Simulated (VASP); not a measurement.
# Al in VASP: notebook

Aim: see how the results for Al move with the level of theory and the settings. Levels: LDA, PBE, PBEsol. Tasks: single point.

All numbers are computed with VASP 6.6.1; they aren't measurements. Logs are shortened: lines on timing, memory, paths and dates and some standing lists are left out, and cuts for length are marked.

## (1) The cell of the first run

The structure is hexagonal, space group P6_3/mmc (No. 194). The conventional cell has a = 2.849 Å, b = 2.849 Å, c = 4.931 Å, α = 90.00°, β = 90.00°, γ = 120.00°. Within 3.8 Å of Al (site symmetry -6m2) lie 12 Al at 2.85 to 2.96 Å.

## (2) Single point, LDA (volume scaled by 1.04)

INCAR

```
ALGO = Normal
EDIFF = 1E-7
ENCUT = 520
ISIF = 2
ISMEAR = -1
LASPH = T
LCHARG = T
LELF = T
LREAL = F
LVHAR = T
LWAVE = F
NBANDS = 10
NELM = 60
PREC = Accurate
SIGMA = 0.05
```

KPOINTS

```
k-points
0
Gamma
  11 11 6
```

POSCAR

```
Al
1.0
    2.8494655872      0.0000000000      0.0000000000
   -1.4247327935      2.4677095857      0.0000000000
    0.0000000000      0.0000000000      4.9308948445
Al
2
Direct
    0.3333333333      0.6666666667      0.2500000000
    0.6666666667      0.3333333333      0.7500000000
```

Potentials or basis: VASP PAW LDA potentials, release 64 (Al).

On the command line:

```sh
$ cat potpaw_LDA.64/Al/POTCAR > POTCAR
$ mpirun -np 1 vasp_std > vasp.out
```

OUTCAR:

```text
EDIFF = 1E-7
   ENCUT = 520
   ISIF = 2
   ISMEAR = -1
   LASPH = T
   LREAL = F
   NELM = 60
   PREC = Accurate

 ion  position               nearest neighbor table
   1  0.333  0.667  0.250-   2 2.96   2 2.96   2 2.96   2 2.96   2 2.96   2 2.96
   2  0.667  0.333  0.750-   1 2.96   1 2.96   1 2.96   1 2.96   1 2.96   1 2.96

  LATTYP: Found a hexagonal cell.
 ALAT       =     2.8494655872
 C/A-ratio  =     1.7304630267

  Lattice vectors:

 A1 = (   2.8494655872,   0.0000000000,   0.0000000000)
 A2 = (  -1.4247327935,   2.4677095857,   0.0000000000)
 A3 = (   0.0000000000,   0.0000000000,   4.9308948445)

Analysis of symmetry for initial positions (statically):
=====================================================================
 Subroutine PRICEL returns:
 Original cell was already a primitive cell.

 Routine SETGRP: Setting up the symmetry group for a
 hexagonal supercell.

 Subroutine GETGRP returns: Found 24 space group operations
 (whereof 12 operations were pure point group operations)
 out of a pool of 24 trial point group operations.

The static configuration has the point symmetry D_3d.
 The point group associated with its full space group is D_6h.

Analysis of symmetry for dynamics (positions and initial velocities):
=====================================================================
 Subroutine PRICEL returns:
 Original cell was already a primitive cell.

 Routine SETGRP: Setting up the symmetry group for a
 hexagonal supercell.

 Subroutine GETGRP returns: Found 24 space group operations
 (whereof 12 operations were pure point group operations)
 out of a pool of 24 trial point group operations.

The dynamic configuration has the point symmetry D_3d.
 The point group associated with its full space group is D_6h.

 Subroutine INISYM returns: Found 24 space group operations
 (whereof 12 operations are pure point group operations),
 and found     1 'primitive' translations

----------------------------------------------------------------------------------------

                                     Primitive cell

  volume of cell :      34.6723

  direct lattice vectors                    reciprocal lattice vectors
     2.849465587  0.000000000  0.000000000     0.350942999  0.202617035  0.000000000
    -1.424732794  2.467709586  0.000000000     0.000000000  0.405234070  0.000000000
     0.000000000  0.000000000  4.930894845     0.000000000  0.000000000  0.202802946

  length of vectors
     2.849465587  2.849465587  4.930894845     0.405234070  0.405234070  0.202802946

  position of ions in fractional coordinates (direct lattice)
     0.333333333  0.666666667  0.250000000
     0.666666667  0.333333333  0.750000000

  ion indices of the primitive-cell ions
   primitive index   ion index
                 1           1
                 2           2

----------------------------------------------------------------------------------------

 KPOINTS: k-points

Automatic generation of k-mesh.
 Grid dimensions read from file:
 generate k-points for:   11   11    6

 Generating k-lattice:

  Cartesian coordinates                     Fractional coordinates (reciprocal lattice)
     0.031903909  0.018419730  0.000000000     0.090909091  0.000000000  0.000000000
     0.000000000  0.036839461  0.000000000     0.000000000  0.090909091  0.000000000
     0.000000000  0.000000000  0.033800491     0.000000000  0.000000000  0.166666667

  Length of vectors
     0.036839461  0.036839461  0.033800491

  Shift w.r.t. Gamma in fractional coordinates (k-lattice)
     0.000000000  0.000000000  0.000000000

 Subroutine IBZKPT returns following result:
 ===========================================

 Found     64 irreducible k-points:

 Following reciprocal coordinates:
            Coordinates               Weight
  0.000000  0.000000  0.000000      1.000000
  0.090909 -0.000000  0.000000      6.000000
  0.181818 -0.000000  0.000000      6.000000
  0.272727  0.000000  0.000000      6.000000
  0.363636 -0.000000  0.000000      6.000000
  0.454545 -0.000000  0.000000      6.000000
[... 16 lines left out ...]
  0.090909  0.090909  0.166667     12.000000
  0.181818  0.090909  0.166667     24.000000
 [... further k-points ...]
   k-points           NKPTS =     64   k-points in BZ     NKDIM =     64   number of bands    NBANDS=     10
   number of dos      NEDOS =    301   number of ions     NIONS =      2
   total plane-waves  NPLWV =  23040
   dimension x,y,z NGX =    24 NGY =   24 NGZ =   40
   dimension x,y,z NGXF=    48 NGYF=   48 NGZF=   80
   ions per type =               2
   NGX,Y,Z   is equivalent  to a cutoff of  14.00, 14.00, 13.49 a.u.
   NGXF,Y,Z  is equivalent  to a cutoff of  28.00, 28.00, 26.97 a.u.
 SYSTEM =  unknown system
   PREC   = accura    normal or accurate (medium, high low for compatibility)
   ISTART =      0    job   : 0-new  1-cont  2-samecut
   ICHARG =      2    charge: 1-file 2-atom 10-const
   ISPIN  =      1    spin polarized calculation?
   LNONCOLLINEAR =      F non collinear calculations
   LSORBIT =      F    spin-orbit coupling
   LASPH  =      T    aspherical Exc in radial PAW
   ENCUT  =  520.0 eV  38.22 Ry    6.18 a.u.   5.30  5.30  9.17*2*pi/ulx,y,z
   NELM   =     60;   NELMIN=  2; NELMDL= -5     # of ELM steps
   EDIFF  = 0.1E-06   stopping-criterion for ELM
   LREAL  =      F    real-space projection
   EDIFFG = 0.1E-05   stopping-criterion for IOM
   NSW    =      0    number of steps for IOM
   IBRION =     -1    ionic relax: 0-MD 1-quasi-New 2-CG
   NFREE  =      0    steps in history (QN), initial steepest desc. (CG)
   ISIF   =      2    stress and relaxation
   ISYM   =      2    0-nonsym 1-usesym 2-fastsym
   POTIM  = 0.5000    time-step for ionic-motion
   TEBEG  =    0.0;   TEEND  =   0.0 temperature during run
   PSTRESS=    0.0 pullay stress
   NELECT =       6.0000    total number of electrons
   NUPDOWN=      -1.0000    fix difference up-down
   EMIN   =  10.00;   EMAX   =-10.00  energy-range for DOS
   EFERMI =   0.00;   METHOD = LEGACY
   ISMEAR =    -1;   SIGMA  =   0.05  broadening in eV -4-tet -1-fermi 0-gaus
   EFERMI_NEDOS =   21; number of points for ismear=-14 and -15
   IALGO  =     38    algorithm
   IMIX   =      4    mixing-type and parameters
     AMIX     =   0.40;   BMIX     =  1.00
     AMIX_MAG =   1.60;   BMIX_MAG =  1.00
  volume/ion in A,a.u.               =      17.34       116.99
  Fermi-wavevector in a.u.,A,eV,Ry     =   0.912286  1.723970 11.323654  0.832265
  Thomas-Fermi vector in A             =   2.036664
   LORBIT       =      0    0 simple, 1 ext, 2 COOP (PROOUT), +10 PAW based schemes
   GGA     = CA    functional components
   LHFCALC =     F    Hartree Fock is set to
   AEXX    =    0.0000 exact exchange contribution
   IVDW    =     0    specifies the selected vdW correction
   LEPSILON=     F    determine dielectric tensor
   LRPA    =     F    only Hartree local field effects (RPA)
 non-spin polarized calculation
  energy-cutoff  :      520.00
  volume of cell :       34.67
 maximum number of plane-waves:       948
 NGX is ok and might be reduce to    24
   NGX = 11   NGY = 11   NGZ = 19

 number of electron       6.0000000 magnetization

 Free energy of the ion-electron system (eV)
  ---------------------------------------------------
  ext. energy  EPLUGINS =         0.00000000
  ---------------------------------------------------
  free energy    TOTEN  =        -8.27554723 eV

  energy without entropy =       -8.27018494  energy(sigma->0) =       -8.27286608

 E-fermi :   7.3071     XC(G=0): -10.1614

 val. band max:        7.2939877811   @ k =   0.4545  -0.0000   0.0000
 cond. band min:       7.4038079760   @ k =   0.3636   0.2727   0.5000
 fundamental gap:      0.1098201949
 Fermi energy:         7.3070795173

 k-point     1 :       0.0000    0.0000    0.0000
  band No.  band energies     occupation
      1      -3.4815      2.00000
      2       2.2692      2.00000
      3       2.6732      2.00000
      4      18.2438      0.00000
      5      18.2448      0.00000
      6      18.2448      0.00000
      7      18.6545      0.00000
      8      18.6545      0.00000
      9      19.0779      0.00000
     10      21.5335      0.00000

 k-point     2 :       0.0909   -0.0000    0.0000
  band No.  band energies     occupation
      1      -3.2812      2.00000
      2       2.4663      2.00000
      3       2.8606      2.00000
      4      15.3727      0.00000
      5      16.7204      0.00000
      6      17.7641      0.00000
      7      19.1342      0.00000
      8      19.1566      0.00000
      9      20.5057      0.00000
     10      20.5226      0.00000

 k-point     3 :       0.1818   -0.0000    0.0000
  band No.  band energies     occupation
      1      -2.6819      2.00000
      2       3.0530      2.00000
      3       3.4225      2.00000
      4      12.0394      0.00000
      5      15.3551      0.00000
      6      16.4596      0.00000
      7      17.2762      0.00000
      8      17.6760      0.00000
      9      19.9061      0.00000
     10      19.9463      0.00000

 k-point     4 :       0.2727    0.0000    0.0000
  band No.  band energies     occupation
      1      -1.6889      2.00000
      2       4.0109      2.00000
      3       4.3582      2.00000
      4       8.9378      0.00000
      5      14.0395      0.00000
      6      14.3319      0.00000
      7      14.6845      0.00000
      8      15.9609      0.00000
      9      18.9872      0.00000
     10      20.1318      0.00000

 k-point     5 :       0.3636   -0.0000    0.0000
  band No.  band energies     occupation
      1      -0.3107      2.00000
      2       5.1660      2.00000
      3       5.6629      2.00000
      4       6.3114      2.00000
      5      11.5023      0.00000
      6      11.9245      0.00000
      7      13.6510      0.00000
      8      15.2023      0.00000
      9      18.3797      0.00000
     10      19.3963      0.00000

 k-point     6 :       0.4545   -0.0000    0.0000
  band No.  band energies     occupation
      1       1.4382      2.00000
      2       3.5412      2.00000
      3       7.1265      1.94742
      4       7.2940      1.13017
      5       9.2260      0.00000
      6       9.5550      0.00000
      7      13.3111      0.00000
      8      14.8205      0.00000
      9      18.0770      0.00000
     10      19.0163      0.00000
[... 183 lines left out ...]
 k-point    21 :       0.3636   -0.0000    0.1667
  band No.  band energies     occupation
      1      -0.1458      2.00000
      2       3.7306      2.00000
      3       6.1987      2.00000
      4       7.6297      0.00315
      5      10.0671      0.00000
      6      13.6070      0.00000
      7      13.7947      0.00000
      8      15.3093      0.00000
      9      17.2182      0.00000
     10      18.5452      0.00000

 k-point    22 :       0.4545   -0.0000    0.1667
  band No.  band energies     occupation
      1       1.6005      2.00000
      2       3.6850      2.00000
      3       5.5349      2.00000
      4       7.5108      0.03345
      5       9.3894      0.00000
      6      11.3344      0.00000
      7      13.4548      0.00000
      8      14.9484      0.00000
      9      16.8860      0.00000
     10      18.7410      0.00000

 k-point    23 :       0.0909    0.0909    0.1667
  band No.  band energies     occupation
      1      -2.7137      2.00000
      2       1.2514      2.00000
      3       5.1397      2.00000
      4      13.8812      0.00000
      5      13.9660      0.00000
      6      16.2267      0.00000
      7      17.4817      0.00000
      8      17.6155      0.00000
      9      19.9374      0.00000
     10      20.2433      0.00000

 k-point    24 :       0.1818    0.0909    0.1667
  band No.  band energies     occupation
      1      -1.9184      2.00000
      2       2.0257      2.00000
      3       5.8814      2.00000
      4      10.7325      0.00000
      5      12.6625      0.00000
      6      14.4470      0.00000
      7      16.2524      0.00000
      8      16.7785      0.00000
      9      18.2487      0.00000
     10      19.3267      0.00000

 [... further k-points ...]

------------------------ aborting loop because EDIFF is reached ----------------------------------------

  FORCE on cell =-STRESS in cart. coord.  units (eV):
  Direction    XX          YY          ZZ          XY          YZ          ZX
  --------------------------------------------------------------------------------------
  -------------------------------------------------------------------------------------
  Total       -0.9335759     -0.9335759     -1.6372315     -0.0000000      0.0000000      0.0000000
  in kB      -43.1396886    -43.1396886    -75.6549713     -0.0000000      0.0000000      0.0000000
  external PRESSURE =     -53.9781162 kB  Pullay stress =       0.0000000 kB

 VOLUME and BASIS-vectors are now :
 -----------------------------------------------------------------------------
  energy-cutoff  :      520.00
  volume of cell :       34.67
      direct lattice vectors                 reciprocal lattice vectors
     2.849465587  0.000000000  0.000000000     0.350942999  0.202617035  0.000000000
    -1.424732794  2.467709586  0.000000000     0.000000000  0.405234070  0.000000000
     0.000000000  0.000000000  4.930894845     0.000000000  0.000000000  0.202802946

 POSITION                                       TOTAL-FORCE (eV/Angst)
 -----------------------------------------------------------------------------------
     -0.00000      1.64514      1.23272        -0.000000      0.000000      0.000000
      1.42473      0.82257      3.69817         0.000000      0.000000      0.000000
 -----------------------------------------------------------------------------------
    total drift:                                0.000000     -0.000000     -0.000000

  FREE ENERGIE OF THE ION-ELECTRON SYSTEM (eV)
  ---------------------------------------------------
  free  energy   TOTEN  =        -8.2755472283 eV

  energy  without entropy=       -8.2701849407  energy(sigma->0) =       -8.27286608
```

Run time: 5.8 s. Hardware: 1 thread of Intel Xeon 6975P-C (Granite Rapids), shared host; peak memory 0.14 GiB.

Results:

```
Free energy            : -8.2755 eV
Pressure               : -5.4 GPa
Band gap on the k mesh : zero (band 3 reaches 10.68 eV, above the bottom of band 4 at 4.38 eV)
```

Stress tensor (GPa, compression positive):
```
-4.31  0.00  0.00
 0.00 -4.31  0.00
 0.00  0.00 -7.57
```

(Continued in part 2 of 3.)
